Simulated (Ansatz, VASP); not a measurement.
**Ti3H2: VASP beside Ansatz**

File INCAR:

```
PREC = Accurate
ENCUT = 600
EDIFF = 1E-7
ISMEAR = 0
SIGMA = 0.1
LREAL = False
LASPH = True
NELM = 60
ALGO = Normal
ISIF = 3
LWAVE = False
LCHARG = False
GGA = PE
IBRION = 2
NSW = 100
EDIFFG = -0.01
```

KPOINTS

```
regular mesh
0
Gamma
  12 12 4
```

File POSCAR:

```
Ti3H2
1.0
    2.9818112952      0.0000000000      0.0000000000
   -1.4909056476      2.5823243309      0.0000000000
    0.0000000000      0.0000000000      7.5284984358
Ti H
3 2
Direct
    0.3333333333      0.6666666667      0.3499081522
    0.6666666667      0.3333333333      0.6500918478
    0.0000000000      0.0000000000      0.0000000000
    0.3333333333      0.6666666667      0.0953195686
    0.6666666667      0.3333333333      0.9046804314
```

Input for Ansatz:

```yaml
crystal:
  lattice:
    - [2.9818112952, 0.0, 0.0]
    - [-1.4909056476, 2.5823243309, 0.0]
    - [0.0, 0.0, 7.5284984358]
  atoms:
    - { symbol: Ti, position: [0.3333333333, 0.6666666667, 0.3499081522] }
    - { symbol: Ti, position: [0.6666666667, 0.3333333333, 0.6500918478] }
    - { symbol: Ti, position: [0.0, 0.0, 0.0] }
    - { symbol: H, position: [0.3333333333, 0.6666666667, 0.0953195686] }
    - { symbol: H, position: [0.6666666667, 0.3333333333, 0.9046804314] }
basis:
  ecutwfc: 420
kpoints:
  mp_grid: { grid: [12, 12, 4] }
hamiltonian:
  xc: pbe
scf:
  occupations: { method: gaussian, width: 0.1 }
output:
  forces: true
  stress: true
  eigenvalues: true
relax:
  adjacent_minimum: "off"
  f_tol: 0.01
  max_steps: 80
  cell: { stress_tol: 0.05 }
```

Alike in both runs: task relaxation of cell and atoms; functional PBE; k mesh 12 × 12 × 4; occupations gaussian, width 0.1 eV; no spin polarisation.

|  | VASP | Ansatz |
| --- | --- | --- |
| version | VASP 6.6.1 | Ansatz 0.2.0 |
| potentials or method | VASP PAW PBE potentials, release 64 (Ti_sv, H), cutoff 600 eV | scalar-relativistic, plane waves, PAW |
| valence electrons in the cell | 38 | 38 |

```csv
,VASP,Ansatz,Ansatz less VASP
"gap on the k mesh at the Fermi level, each at its own relaxed structure (eV)",none,none,-
relaxed volume (Å³/atom),11.59,11.60,+0.007
relaxed cell length with the largest relative difference (Å),7.509,7.512,+0.0031
```

A gap of «none» marks a metal or a gap that the smearing closes.
